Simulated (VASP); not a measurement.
Here is a VASP 6.6.1 calculation.

File POSCAR:

```
Sn
1.0
   -1.8946518192      1.8946518192      1.8946518192
    1.8946518192     -1.8946518192      1.8946518192
    1.8946518192      1.8946518192     -1.8946518192
Sn
1
Direct
    0.0000000000      0.0000000000      0.0000000000
```

Contents of INCAR.step1:

```
SYSTEM = Sn
ALGO = Normal ; EDIFF = 1E-5
ENCUT = 600 ; GGA = PE
ISMEAR = -1 ; LASPH = .TRUE.
LCHARG = .FALSE. ; LREAL = .FALSE.
LWAVE = .TRUE. ; NBANDS = 13
NELM = 60 ; PREC = Accurate
SIGMA = 0.05
```

File INCAR.step2:

```
SYSTEM = Sn
AEXX = 0.25 ; ALGO = Normal
EDIFF = 1E-7 ; EDIFFG = -0.01
ENCUT = 600 ; GGA = PE
HFSCREEN = 0.3 ; IBRION = 2
ISIF = 3 ; ISMEAR = -1
ISTART = 1 ; LASPH = .TRUE.
LCHARG = .FALSE. ; LHFCALC = .TRUE.
LREAL = .FALSE. ; LWAVE = .FALSE.
NELM = 60 ; NSW = 60
PREC = Accurate ; PRECFOCK = Normal
SIGMA = 0.05
```

File KPOINTS:

```
k-points
0
G
  5 5 5
  0 0 0
```

Potentials or basis: VASP PAW PBE potentials, release 64 (Sn_d).

The run is started by

```console
$ cat potpaw_PBE.64/Sn_d/POTCAR > POTCAR
$ cp INCAR.step1 INCAR
$ mpirun -np 1 vasp_std > vasp.out
$ cp INCAR.step2 INCAR
$ mpirun -np 1 vasp_std > vasp.out
```

Problem. What does it give for the space group after relaxing (to 0.1 Å)?

Solution. Im-3m (No. 229).

Problem. Estimate the relaxed cell.

Solution. a = 3.377 Å, b = 3.377 Å, c = 3.377 Å, α = 109.47°, β = 109.47°, γ = 109.47°.

Final structure:
```
CELL_PARAMETERS angstrom
-1.94955 1.94955 1.94955
1.94955 -1.94955 1.94955
1.94955 1.94955 -1.94955
ATOMIC_POSITIONS crystal
Sn 0.00000 0.00000 0.00000
```
